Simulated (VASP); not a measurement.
Si2W: single point with PBE

Crystal: Si2W.

```
CELL_PARAMETERS angstrom
4.71723 0.00000 0.00000
-2.35862 4.08525 0.00000
0.00000 0.00000 6.36025
ATOMIC_POSITIONS crystal
Si 0.86762 0.73525 0.50000
Si 0.13238 0.86762 0.83333
Si 0.73525 0.86762 0.16667
Si 0.13238 0.26475 0.50000
Si 0.86762 0.13238 0.83333
Si 0.26475 0.13238 0.16667
W 0.00000 0.50000 0.16667
W 0.50000 0.50000 0.83333
W 0.50000 0.00000 0.50000
```

This cell differs from its parent crystal: atoms shifted along a free coordinate, c/a of the conventional cell at fixed volume 1.3483.

| Property | Result |
| --- | --- |
| Program | VASP 6.6.1 |
| Task | single point |
| Functional | PBE |
| Potentials or basis | VASP PAW PBE potentials, release 64 (Si, W_sv) |
| Cutoff | 520 eV |
| k mesh | 9 × 9 × 6 |
| Occupations | gaussian, width 0.03 eV |
| Spin | no spin polarisation |
| Dipole correction | no |
| Further INCAR settings | ALGO = Normal; EDIFF = 1e-06; NBANDS = 43 |

```yaml
Pressure: 11.3 GPa
Largest_force: 5.520 eV/Å
Band_gap_on_the_k_mesh: zero (bands 33 and 34 overlap by 0.93 eV)
```

Forces in eV/Å, atoms in the order of the input:
```
Si   0.000 -5.520  0.000
Si   4.781 -2.760  0.000
Si  -4.781 -2.760  0.000
Si   0.000  5.520  0.000
Si  -4.781  2.760  0.000
Si   4.781  2.760  0.000
W    0.000  0.000  0.000
W    0.000  0.000  0.000
W    0.000  0.000  0.000
```

Stress tensor (GPa, compression positive):
```
10.32  0.00  0.00
 0.00 10.32  0.00
 0.00  0.00 13.35
```

Levels at points of the mesh, in eV from the Fermi level:
```tsv
k point	band 29	band 30	band 31	band 32	band 33	band 34	band 35	band 36	band 37	band 38
(0.00, 0.00, 0.00)	-3.40	-2.55	-2.55	-1.18	0.08	0.88	0.88	1.57	2.21	2.48
(0.00, 0.00, 0.50)	-2.78	-1.88	-1.88	0.10	0.10	1.56	1.56	1.67	1.67	2.38
```

It took 100 s on 1 thread of Intel(R) Xeon(R) 6975P-C (Granite Rapids), with other jobs on the host, peak memory 0.35 GiB.

Caveat: the cell stands under pressure; spin-orbit coupling is left out, which moves the levels of the heavy elements; forces of over 1 eV/Å act on the atoms, so gaps and moduli don't describe the material at rest.
